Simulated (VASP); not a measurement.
# C in VASP: single point with PBE

Aim: the single point of C with PBE.

Everything below comes from runs of VASP 6.6.1. Logs are shortened: lines on timing, memory, paths and dates and some standing lists are left out, and cuts for length are marked.

## 1. The cell of the first run

The cell holds a slab with vacuum, 1 atom: a = 5.307 Å, b = 2.373 Å, c = 16.000 Å, α = 90.00°, β = 90.00°, γ = 90.00°.

## 2. Single point, PBE

The input, POSCAR:

```
C
1.0
    5.3071701051      0.0000000000      0.0000000000
    0.0000000000      2.3734386246      0.0000000000
    0.0000000000      0.0000000000     16.0000000000
C
1
Direct
    0.0000000000      0.0000000000      0.5000000000
```

The input, INCAR.step1:

```
ALGO = Normal ; DIPOL = 0.5 0.5 0.500
EDIFF = 1E-6 ; ENCUT = 520
GGA = PE ; IDIPOL = 3
ISIF = 2 ; ISMEAR = -1
LASPH = True ; LCHARG = True
LDIPOL = True ; LREAL = False
LWAVE = False ; NBANDS = 8
NELM = 100 ; PREC = Accurate
SIGMA = 0.05
```

The input, KPOINTS.step1:

```
k-points
0
Gamma
  7 15 1
```

The input, INCAR.step2:

```
ALGO = Normal ; DIPOL = 0.5 0.5 0.500
EDIFF = 1E-6 ; ENCUT = 520
GGA = PE ; ICHARG = 11
IDIPOL = 3 ; ISIF = 2
ISMEAR = -5 ; LASPH = True
LCHARG = False ; LDIPOL = True
LORBIT = 10 ; LREAL = False
LWAVE = False ; NBANDS = 8
NEDOS = 1001 ; NELM = 100
PREC = Accurate ; SIGMA = 0.05
```

The input, KPOINTS.step2:

```
k-points
0
Gamma
  11 23 1
```

Potentials or basis: VASP PAW PBE potentials, release 64 (C).

Run with:

```console
$ cat potpaw_PBE.64/C/POTCAR > POTCAR
$ cp INCAR.step1 INCAR
$ cp KPOINTS.step1 KPOINTS
$ mpirun -np 1 vasp_std > vasp.out
$ cp INCAR.step2 INCAR
$ cp KPOINTS.step2 KPOINTS
$ mpirun -np 1 vasp_std > vasp.out
```

OUTCAR:

```text
EDIFF = 1E-6
   ENCUT = 520
   GGA = PE
   ICHARG = 11
   ISIF = 2
   ISMEAR = -5
   LASPH = True
   LORBIT = 10
   LREAL = False
   NELM = 100
   PREC = Accurate

 ion  position               nearest neighbor table
   1  0.000  0.000  0.500-

  LATTYP: Found a simple orthorhombic cell.
 ALAT       =     2.3734386246
 B/A-ratio  =     2.2360679775
 C/A-ratio  =     6.7412739618

  Lattice vectors:

 A1 = (   0.0000000000,  -2.3734386246,   0.0000000000)
 A2 = (   5.3071701051,   0.0000000000,   0.0000000000)
 A3 = (   0.0000000000,   0.0000000000,  16.0000000000)

Analysis of symmetry for initial positions (statically):
=====================================================================
 Subroutine PRICEL returns:
 Original cell was already a primitive cell.

 Routine SETGRP: Setting up the symmetry group for a
 simple orthorhombic supercell.

 Subroutine GETGRP returns: Found  8 space group operations
 (whereof  8 operations were pure point group operations)
 out of a pool of  8 trial point group operations.

The static configuration has the point symmetry D_2h.

Analysis of symmetry for dynamics (positions and initial velocities):
=====================================================================
 Subroutine PRICEL returns:
 Original cell was already a primitive cell.

 Routine SETGRP: Setting up the symmetry group for a
 simple orthorhombic supercell.

 Subroutine GETGRP returns: Found  8 space group operations
 (whereof  8 operations were pure point group operations)
 out of a pool of  8 trial point group operations.

The dynamic configuration has the point symmetry D_2h.

 Subroutine INISYM returns: Found  8 space group operations
 (whereof  8 operations are pure point group operations),
 and found     1 'primitive' translations

----------------------------------------------------------------------------------------

                                     Primitive cell

  volume of cell :     201.5399

  direct lattice vectors                    reciprocal lattice vectors
     5.307170105  0.000000000  0.000000000     0.188424335  0.000000000  0.000000000
     0.000000000  2.373438625  0.000000000     0.000000000  0.421329623  0.000000000
     0.000000000  0.000000000 16.000000000     0.000000000  0.000000000  0.062500000

[... 90 lines left out ...]
   ISYM   =      2    0-nonsym 1-usesym 2-fastsym
   POTIM  = 0.5000    time-step for ionic-motion
   TEBEG  =    0.0;   TEEND  =   0.0 temperature during run
   PSTRESS=    0.0 pullay stress
   NELECT =       4.0000    total number of electrons
   NUPDOWN=      -1.0000    fix difference up-down
   EMIN   =  10.00;   EMAX   =-10.00  energy-range for DOS
   EFERMI =   0.00;   METHOD = LEGACY
   ISMEAR =    -5;   SIGMA  =   0.05  broadening in eV -4-tet -1-fermi 0-gaus
   EFERMI_NEDOS =   21; number of points for ismear=-14 and -15
   IALGO  =     38    algorithm
   IMIX   =      4    mixing-type and parameters
     AMIX     =   0.40;   BMIX     =  1.00
     AMIX_MAG =   1.60;   BMIX_MAG =  1.00
  volume/ion in A,a.u.               =     201.54      1360.06
  Fermi-wavevector in a.u.,A,eV,Ry     =   0.443242  0.837606  2.673051  0.196464
  Thomas-Fermi vector in A             =   1.419628
   LORBIT       =     10    0 simple, 1 ext, 2 COOP (PROOUT), +10 PAW based schemes
   GGA     = PE    functional components
   LHFCALC =     F    Hartree Fock is set to
   AEXX    =    0.0000 exact exchange contribution
   IVDW    =     0    specifies the selected vdW correction
   LEPSILON=     F    determine dielectric tensor
   LRPA    =     F    only Hartree local field effects (RPA)
 non-spin polarized calculation
 Fermi weights with tetrahedron method with Bloechl corrections
  energy-cutoff  :      520.00
  volume of cell :      201.54
 maximum number of plane-waves:      5472
 NGX is ok and might be reduce to    40

 number of electron       4.0000000 magnetization

 dipolmoment           0.000000      0.000000     -0.000000 electrons x Angstroem

 Free energy of the ion-electron system (eV)
  ---------------------------------------------------
  ext. energy  EPLUGINS =         0.00000000
  ---------------------------------------------------
  free energy    TOTEN  =        -2.42974307 eV

  energy without entropy =       -2.42974307  energy(sigma->0) =       -2.42974307

 E-fermi :  -5.6580     XC(G=0):  -1.5465

 val. band max:       -5.6787855866   @ k =   0.3636   0.1739   0.0000
 cond. band min:      -5.6363722295   @ k =   0.2727   0.1739   0.0000
 fundamental gap:      0.0424133572
 Fermi energy:        -5.6579801643

 k-point     1 :       0.0000    0.0000    0.0000
  band No.  band energies     occupation
      1     -15.1053      2.00000
      2      -6.1105      2.00000
      3      -6.0014      2.00000
      4      -0.4153      0.00000
      5      -0.3294      0.00000
      6       0.4334      0.00000
      7       0.7107      0.00000
      8       2.0739      0.00000
[... 243 lines left out ...]
 k-point    24 :       0.4545    0.1304    0.0000
  band No.  band energies     occupation
      1     -14.7766      2.00000
      2      -5.9119      2.00000
      3      -5.8096      2.10747
      4      -1.6149      0.00000
      5       1.3395      0.00000
      6       1.7236      0.00000
      7       1.8080      0.00000
      8       2.2559      0.00000

 [... further k-points ...]

------------------------ aborting loop because EDIFF is reached ----------------------------------------

 vacuum level on the upper side and lower side of the slab       (xc-potential included)        -0.231        -0.231

  FORCE on cell =-STRESS in cart. coord.  units (eV):
  Direction    XX          YY          ZZ          XY          YZ          ZX
  --------------------------------------------------------------------------------------
  -------------------------------------------------------------------------------------
  Total       -0.1528363     -6.5813462     -0.1089267      0.0000000      0.0000000      0.0000000
  in kB       -1.2149993    -52.3195888     -0.8659325      0.0000000      0.0000000      0.0000000
  external PRESSURE =     -18.1335069 kB  Pullay stress =       0.0000000 kB

 VOLUME and BASIS-vectors are now :
 -----------------------------------------------------------------------------
  energy-cutoff  :      520.00
  volume of cell :      201.54
      direct lattice vectors                 reciprocal lattice vectors
     5.307170105  0.000000000  0.000000000     0.188424335  0.000000000  0.000000000
     0.000000000  2.373438625  0.000000000     0.000000000  0.421329623  0.000000000
     0.000000000  0.000000000 16.000000000     0.000000000  0.000000000  0.062500000

 POSITION                                       TOTAL-FORCE (eV/Angst)
 -----------------------------------------------------------------------------------
      0.00000      0.00000      8.00000         0.000000      0.000000      0.000000
 -----------------------------------------------------------------------------------
    total drift:                               -0.000000     -0.000000     -0.000000

  FREE ENERGIE OF THE ION-ELECTRON SYSTEM (eV)
  ---------------------------------------------------
  free  energy   TOTEN  =        -2.4297430705 eV

  energy  without entropy=       -2.4297430705  energy(sigma->0) =       -2.42974307

 vacuum level on the upper side and lower side of the slab         0.271         0.271

 total charge

# of ion       s       p       d       tot
------------------------------------------
    1        1.056   0.880   0.000   1.936
```

OUTCAR.step1:

```text
EDIFF = 1E-6
   ENCUT = 520
   GGA = PE
   ISIF = 2
   ISMEAR = -1
   LASPH = True
   LREAL = False
   NELM = 100
   PREC = Accurate

[... 484 lines left out ...]
      0.00000      0.00000      8.00000         0.000000      0.000000      0.000000
 -----------------------------------------------------------------------------------
    total drift:                               -0.000000     -0.000000      0.000000

  FREE ENERGIE OF THE ION-ELECTRON SYSTEM (eV)
  ---------------------------------------------------
  free  energy   TOTEN  =        -2.4185376510 eV

  energy  without entropy=       -2.3995120834  energy(sigma->0) =       -2.40902487

 vacuum level on the upper side and lower side of the slab         0.271         0.271
```

OSZICAR.step1:

```text
N       E                     dE             d eps       ncg     rms          rms(c)
DAV:   1     0.182335163295E+02    0.18234E+02   -0.12147E+03   512   0.299E+02
DAV:   2    -0.133032251889E+01   -0.19564E+02   -0.16572E+02   888   0.428E+01
DAV:   3    -0.241758148848E+01   -0.10873E+01   -0.10034E+01   560   0.147E+01
DAV:   4    -0.244148364683E+01   -0.23902E-01   -0.23493E-01   704   0.237E+00
DAV:   5    -0.244159267484E+01   -0.10903E-03   -0.10902E-03   648   0.147E-01    0.106E+00
DAV:   6    -0.242310277923E+01    0.18490E-01   -0.14787E-02   624   0.607E-01    0.510E-01
DAV:   7    -0.241817095488E+01    0.49318E-02   -0.12856E-02   616   0.589E-01    0.109E-01
DAV:   8    -0.241853325021E+01   -0.36230E-03   -0.38818E-04   632   0.118E-01    0.300E-02
DAV:   9    -0.241852610658E+01    0.71436E-05   -0.50112E-05   624   0.403E-02    0.373E-03
DAV:  10    -0.241853077685E+01   -0.46703E-05   -0.19145E-06   600   0.959E-03    0.118E-03
DAV:  11    -0.241853227131E+01   -0.14945E-05   -0.17298E-07   664   0.198E-03    0.721E-04
DAV:  12    -0.241853533029E+01   -0.30590E-05   -0.37326E-07   544   0.180E-03    0.395E-04
DAV:  13    -0.241853681904E+01   -0.14887E-05   -0.97391E-08   576   0.742E-04    0.170E-04
DAV:  14    -0.241853765102E+01   -0.83198E-06   -0.94387E-08   536   0.778E-04
   1 F= -.24185377E+01 E0= -.24090249E+01  d E =-.190256E-01
```

Run time: 44 s. Hardware: 1 thread of Intel Xeon Platinum 8488C (Sapphire Rapids), shared host; peak memory 0.3 GiB.

Results:

```
Valence electrons inside the program's atomic spheres : C 1.94
```

Caveat: tetrahedron occupations give inexact forces and stress in metals.
